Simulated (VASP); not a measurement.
# HfB (Fm-3m) in VASP: a series of runs

Runs on HfB. Level: PBE. Tasks: single point.

All numbers are computed with VASP 6.6.1; they aren't measurements. Logs are shortened: lines on timing, memory, paths and dates and some standing lists are left out, and cuts for length are marked.

## Step 1: The cell of the first run

The structure is cubic, space group Fm-3m (No. 225). The conventional cell has a = 4.658 Å, b = 4.658 Å, c = 4.658 Å, α = 90.00°, β = 90.00°, γ = 90.00°. Within 3.1 Å of Hf (site symmetry m-3m) lie 6 B at 2.33 Å. B (site symmetry m-3m) has 6 Hf at 2.33 Å within 3.1 Å.

## Step 2: Single point, PBE

INCAR

```
SYSTEM = HfB
  PREC = Accurate
  ENCUT = 500
  EDIFF = 1E-6
  ISMEAR = 0
  SIGMA = 0.05
  LREAL = .FALSE.
  LASPH = .TRUE.
  NELM = 120
  ALGO = Normal
  ISIF = 2
  LWAVE = .FALSE.
  LCHARG = .TRUE.
  GGA = PE
  LELF = .TRUE.
  LVHAR = .TRUE.
  NBANDS = 14
  GGA_COMPAT = .FALSE.
```

KPOINTS

```
Automatic mesh
0
G
  8 8 8
  0 0 0
```

POSCAR

```
HfB
1.0
    0.0000000000      2.3291402418      2.3291402418
    2.3291402418      0.0000000000      2.3291402418
    2.3291402418      2.3291402418      0.0000000000
Hf B
1 1
Direct
    0.5000000000      0.5000000000      0.5000000000
    0.0000000000      0.0000000000      0.0000000000
```

Potentials or basis: VASP PAW PBE potentials, release 64 (Hf_pv, B).

Started as:

```
$ cat potpaw_PBE.64/Hf_pv/POTCAR potpaw_PBE.64/B/POTCAR > POTCAR
$ mpirun -np 1 vasp_std > vasp.out
```

OUTCAR:

```text
SYSTEM = HfB
   PREC = Accurate
   ENCUT = 500
   EDIFF = 1E-6
   ISMEAR = 0
   LREAL = .FALSE.
   LASPH = .TRUE.
   NELM = 120
   ISIF = 2
   GGA = PE

 ion  position               nearest neighbor table
   1  0.500  0.500  0.500-   2 2.33   2 2.33   2 2.33   2 2.33   2 2.33   2 2.33
   2  0.000  0.000  0.000-   1 2.33   1 2.33   1 2.33   1 2.33   1 2.33   1 2.33

  LATTYP: Found a face centered cubic cell.
 ALAT       =     4.6582804836

  Lattice vectors:

 A1 = (   0.0000000000,   2.3291402418,   2.3291402418)
 A2 = (   2.3291402418,   0.0000000000,   2.3291402418)
 A3 = (   2.3291402418,   2.3291402418,   0.0000000000)

Analysis of symmetry for initial positions (statically):
=====================================================================
 Subroutine PRICEL returns:
 Original cell was already a primitive cell.

 Routine SETGRP: Setting up the symmetry group for a
 face centered cubic supercell.

 Subroutine GETGRP returns: Found 48 space group operations
 (whereof 48 operations were pure point group operations)
 out of a pool of 48 trial point group operations.

The static configuration has the point symmetry O_h .

Analysis of symmetry for dynamics (positions and initial velocities):
=====================================================================
 Subroutine PRICEL returns:
 Original cell was already a primitive cell.

 Routine SETGRP: Setting up the symmetry group for a
 face centered cubic supercell.

 Subroutine GETGRP returns: Found 48 space group operations
 (whereof 48 operations were pure point group operations)
 out of a pool of 48 trial point group operations.

The dynamic configuration has the point symmetry O_h .

 Subroutine INISYM returns: Found 48 space group operations
 (whereof 48 operations are pure point group operations),
 and found     1 'primitive' translations

----------------------------------------------------------------------------------------

                                     Primitive cell

  volume of cell :      25.2707

  direct lattice vectors                    reciprocal lattice vectors
     0.000000000  2.329140242  2.329140242    -0.214671487  0.214671487  0.214671487
     2.329140242  0.000000000  2.329140242     0.214671487 -0.214671487  0.214671487
     2.329140242  2.329140242  0.000000000     0.214671487  0.214671487 -0.214671487

  length of vectors
     3.293901719  3.293901719  3.293901719     0.371821923  0.371821923  0.371821923

[... 78 lines left out ...]
   ENCUT  =  500.0 eV  36.75 Ry    6.06 a.u.   6.01  6.01  6.01*2*pi/ulx,y,z
   NELM   =    120;   NELMIN=  2; NELMDL= -5     # of ELM steps
   EDIFF  = 0.1E-05   stopping-criterion for ELM
   LREAL  =      F    real-space projection
[... 7 lines left out ...]
   TEBEG  =    0.0;   TEEND  =   0.0 temperature during run
   PSTRESS=    0.0 pullay stress
   NELECT =      13.0000    total number of electrons
   NUPDOWN=      -1.0000    fix difference up-down
   EMIN   =  10.00;   EMAX   =-10.00  energy-range for DOS
   EFERMI =   0.00;   METHOD = LEGACY
   ISMEAR =     0;   SIGMA  =   0.05  broadening in eV -4-tet -1-fermi 0-gaus
   EFERMI_NEDOS =   21; number of points for ismear=-14 and -15
   IALGO  =     38    algorithm
   IMIX   =      4    mixing-type and parameters
     AMIX     =   0.40;   BMIX     =  1.00
     AMIX_MAG =   1.60;   BMIX_MAG =  1.00
  volume/ion in A,a.u.               =      12.64        85.27
  Fermi-wavevector in a.u.,A,eV,Ry     =   1.311748  2.478844 23.411300  1.720682
  Thomas-Fermi vector in A             =   2.442188
   LORBIT       =      0    0 simple, 1 ext, 2 COOP (PROOUT), +10 PAW based schemes
   GGA     = PE    functional components
   LHFCALC =     F    Hartree Fock is set to
   AEXX    =    0.0000 exact exchange contribution
   IVDW    =     0    specifies the selected vdW correction
   LEPSILON=     F    determine dielectric tensor
   LRPA    =     F    only Hartree local field effects (RPA)
 non-spin polarized calculation
 Gauss-broadening in eV      SIGMA  =   0.05
  energy-cutoff  :      500.00
  volume of cell :       25.27
 maximum number of plane-waves:       660
   NGX = 13   NGY = 13   NGZ = 13

 number of electron      13.0000000 magnetization

 Free energy of the ion-electron system (eV)
  ---------------------------------------------------
  ext. energy  EPLUGINS =         0.00000000
  ---------------------------------------------------
  free energy    TOTEN  =       -17.24635175 eV

  energy without entropy =      -17.24488677  energy(sigma->0) =      -17.24561926

 E-fermi :   5.0326     XC(G=0): -12.1834

 val. band max:        4.9807139866   @ k =   0.5000   0.2500   0.0000
 cond. band min:       5.0702623524   @ k =   0.2500   0.1250   0.0000
 fundamental gap:      0.0895483658
 Fermi energy:         5.0326136198

 k-point     1 :       0.0000    0.0000    0.0000
  band No.  band energies     occupation
      1     -23.4613      2.00000
      2     -23.4613      2.00000
      3     -23.4613      2.00000
      4      -4.5218      2.00000
      5       7.1435      0.00000
      6       7.1435      0.00000
      7       7.1435      0.00000
      8       8.8648      0.00000
      9       8.8648      0.00000
     10       8.8648      0.00000
     11       9.1017      0.00000
     12       9.1017      0.00000
     13      16.5444      0.00000
     14      17.6101      0.00000
[... 377 lines left out ...]
      1     -24.0340      2.00000
      2     -23.7129      2.00000
      3     -23.5921      2.00000
      4      -0.0198      2.00000
      5       1.2635      2.00000
      6       3.7639      2.00000
      7       4.2389      2.00000
      8      10.3531      0.00000
      9      10.4243      0.00000
     10      12.1855      0.00000
     11      16.1289      0.00000
     12      16.1917      0.00000
     13      17.4653      0.00000
     14      19.9934      0.00000

 [... further k-points ...]
[... 5 lines left out ...]
  --------------------------------------------------------------------------------------
  -------------------------------------------------------------------------------------
  Total        3.7856062      3.7856062      3.7856062     -0.0000000      0.0000000     -0.0000000
  in kB      240.0098718    240.0098718    240.0098718     -0.0000000      0.0000000     -0.0000000
  external PRESSURE =     240.0098718 kB  Pullay stress =       0.0000000 kB

 VOLUME and BASIS-vectors are now :
 -----------------------------------------------------------------------------
  energy-cutoff  :      500.00
  volume of cell :       25.27
      direct lattice vectors                 reciprocal lattice vectors
     0.000000000  2.329140242  2.329140242    -0.214671487  0.214671487  0.214671487
     2.329140242  0.000000000  2.329140242     0.214671487 -0.214671487  0.214671487
     2.329140242  2.329140242  0.000000000     0.214671487  0.214671487 -0.214671487

 POSITION                                       TOTAL-FORCE (eV/Angst)
 -----------------------------------------------------------------------------------
      2.32914      2.32914      2.32914        -0.000000      0.000000      0.000000
      0.00000      0.00000      0.00000         0.000000     -0.000000     -0.000000
 -----------------------------------------------------------------------------------
    total drift:                                0.000000     -0.000000      0.000000

  FREE ENERGIE OF THE ION-ELECTRON SYSTEM (eV)
  ---------------------------------------------------
  free  energy   TOTEN  =       -17.2463517515 eV

  energy  without entropy=      -17.2448867727  energy(sigma->0) =      -17.24561926
```

OSZICAR:

```text
N       E                     dE             d eps       ncg     rms          rms(c)
DAV:   1     0.213634540128E+02    0.21363E+02   -0.68426E+03   820   0.844E+02
DAV:   2    -0.179140188902E+02   -0.39277E+02   -0.37386E+02  1022   0.190E+02
DAV:   3    -0.188948396781E+02   -0.98082E+00   -0.96683E+00  1022   0.206E+01
DAV:   4    -0.188979834021E+02   -0.31437E-02   -0.31436E-02   938   0.148E+00
DAV:   5    -0.188980004777E+02   -0.17076E-04   -0.17075E-04  1040   0.973E-02    0.642E+01
DAV:   6    -0.173126633038E+02    0.15853E+01   -0.26060E+00   956   0.990E+00    0.402E+01
DAV:   7    -0.172761985000E+02    0.36465E-01   -0.74913E-01  1064   0.558E+00    0.976E+00
DAV:   8    -0.172462402393E+02    0.29958E-01   -0.99696E-02   890   0.189E+00    0.135E+00
DAV:   9    -0.172463518838E+02   -0.11164E-03   -0.47778E-03  1052   0.505E-01    0.262E-01
DAV:  10    -0.172463516228E+02    0.26097E-06   -0.85584E-05   920   0.665E-02    0.363E-02
DAV:  11    -0.172463517515E+02   -0.12871E-06   -0.40134E-06  1040   0.152E-02
   1 F= -.17246352E+02 E0= -.17245619E+02  d E =-.146498E-02
```

Wall time 13 s (1 thread of Intel Xeon 8259CL, shared host); peak memory 0.14 GiB.

What came out:

```
Free energy : -17.2464 eV
Pressure    : 24.0 GPa
```

Caveat: spin-orbit coupling is left out, which moves the levels of the heavy elements.

## Step 3: Single point, PBE

This run uses another cell than the first one, of 14.15 Å³/atom, 1.120 times its volume.

INCAR

```
ALGO = Normal ; EDIFF = 1E-6
ENCUT = 500 ; GGA = PE
GGA_COMPAT = False ; ISIF = 2
ISMEAR = 0 ; LASPH = True
LCHARG = False ; LREAL = False
LWAVE = False ; NBANDS = 14
NELM = 120 ; PREC = Accurate
SIGMA = 0.05
```

KPOINTS

```
k-points
0
Gamma
  8 8 8
```

POSCAR

```
HfB
1.0
    0.0000000000      2.4188093936      2.4188093936
    2.4188093936      0.0000000000      2.4188093936
    2.4188093936      2.4188093936      0.0000000000
Hf B
1 1
Direct
    0.5000000000      0.5000000000      0.5000000000
    0.0000000000      0.0000000000      0.0000000000
```

Potentials or basis: VASP PAW PBE potentials, release 64 (Hf_pv, B).

Started as:

```
$ cat potpaw_PBE.64/Hf_pv/POTCAR potpaw_PBE.64/B/POTCAR > POTCAR
$ mpirun -np 1 vasp_std > vasp.out
```

OUTCAR:

```text
EDIFF = 1E-6
   ENCUT = 500
   GGA = PE
   ISIF = 2
   ISMEAR = 0
   LASPH = True
   LREAL = False
   NELM = 120
   PREC = Accurate

 ion  position               nearest neighbor table
   1  0.500  0.500  0.500-   2 2.42   2 2.42   2 2.42   2 2.42   2 2.42   2 2.42
   2  0.000  0.000  0.000-   1 2.42   1 2.42   1 2.42   1 2.42   1 2.42   1 2.42

  LATTYP: Found a face centered cubic cell.
 ALAT       =     4.8376187872

  Lattice vectors:

 A1 = (   0.0000000000,   2.4188093936,   2.4188093936)
 A2 = (   2.4188093936,   0.0000000000,   2.4188093936)
[... 587 lines left out ...]
     11      14.0829      0.00000
     12      14.2515      0.00000
     13      15.5407      0.00000
     14      18.5415      0.00000

 [... further k-points ...]
[... 5 lines left out ...]
  --------------------------------------------------------------------------------------
  -------------------------------------------------------------------------------------
  Total       -0.0555786     -0.0555786     -0.0555786      0.0000000     -0.0000000      0.0000000
  in kB       -3.1461774     -3.1461774     -3.1461774      0.0000000     -0.0000000      0.0000000
  external PRESSURE =      -3.1461774 kB  Pullay stress =       0.0000000 kB

 VOLUME and BASIS-vectors are now :
 -----------------------------------------------------------------------------
  energy-cutoff  :      500.00
  volume of cell :       28.30
      direct lattice vectors                 reciprocal lattice vectors
     0.000000000  2.418809394  2.418809394    -0.206713270  0.206713270  0.206713270
     2.418809394  0.000000000  2.418809394     0.206713270 -0.206713270  0.206713270
     2.418809394  2.418809394  0.000000000     0.206713270  0.206713270 -0.206713270

 POSITION                                       TOTAL-FORCE (eV/Angst)
 -----------------------------------------------------------------------------------
      2.41881      2.41881      2.41881        -0.000000     -0.000000     -0.000000
      0.00000      0.00000      0.00000         0.000000      0.000000      0.000000
 -----------------------------------------------------------------------------------
    total drift:                                0.000000      0.000000      0.000000

  FREE ENERGIE OF THE ION-ELECTRON SYSTEM (eV)
  ---------------------------------------------------
  free  energy   TOTEN  =       -17.4518339419 eV

  energy  without entropy=      -17.4499253652  energy(sigma->0) =      -17.45087965
```

OSZICAR:

```text
N       E                     dE             d eps       ncg     rms          rms(c)
DAV:   1     0.191486526740E+02    0.19149E+02   -0.67066E+03   812   0.819E+02
DAV:   2    -0.182476883763E+02   -0.37396E+02   -0.35751E+02  1040   0.183E+02
DAV:   3    -0.191952681744E+02   -0.94758E+00   -0.94175E+00  1004   0.202E+01
DAV:   4    -0.191992419479E+02   -0.39738E-02   -0.39736E-02   902   0.164E+00
DAV:   5    -0.191992681290E+02   -0.26181E-04   -0.26181E-04  1022   0.120E-01    0.539E+01
DAV:   6    -0.175051658358E+02    0.16941E+01   -0.29311E+00   908   0.101E+01    0.343E+01
DAV:   7    -0.174722578602E+02    0.32908E-01   -0.57673E-01  1046   0.505E+00    0.108E+01
DAV:   8    -0.174519429355E+02    0.20315E-01   -0.62237E-02   910   0.150E+00    0.139E+00
DAV:   9    -0.174518155816E+02    0.12735E-03   -0.36039E-03  1040   0.421E-01    0.347E-01
DAV:  10    -0.174518337675E+02   -0.18186E-04   -0.80492E-05   956   0.671E-02    0.427E-02
DAV:  11    -0.174518339419E+02   -0.17447E-06   -0.19562E-06   984   0.101E-02
   1 F= -.17451834E+02 E0= -.17450880E+02  d E =-.190858E-02
```

stdout:

```text
POSCAR found type information on POSCAR HfB
 POSCAR found :  2 types and       2 ions
 scaLAPACK will be used
 LDA part: xc-table for (Slater+PW92), standard interpolation
 POSCAR, INCAR and KPOINTS ok, starting setup
 FFT: planning ... GRIDC
 FFT: planning ... GRID_SOFT
 FFT: planning ... GRID
 WAVECAR not read
 entering main loop
```

It took 24 s on 1 thread of Intel Xeon 8259CL, shared host; peak memory 0.16 GiB.

What came out:

* Free energy: -17.4518 eV
* Pressure: -0.3 GPa

Levels at points of the mesh, in eV from the Fermi level:
| k point | band 4 | band 5 | band 6 | band 7 | band 8 | band 9 | band 10 | band 11 |
| --- | --- | --- | --- | --- | --- | --- | --- | --- |
| (0.00, 0.00, 0.00) | -9.18 | 1.97 | 1.97 | 1.97 | 3.50 | 3.50 | 3.50 | 3.63 |
| (0.50, 0.00, 0.00) | -4.67 | -4.55 | -1.21 | -1.21 | 5.57 | 5.57 | 6.39 | 7.62 |
| (0.50, 0.50, 0.00) | -6.43 | -1.32 | -0.85 | 1.87 | 1.87 | 5.31 | 6.68 | 6.68 |

Caveat: spin-orbit coupling is left out, which moves the levels of the heavy elements.

(Continued in part 2 of 2.)
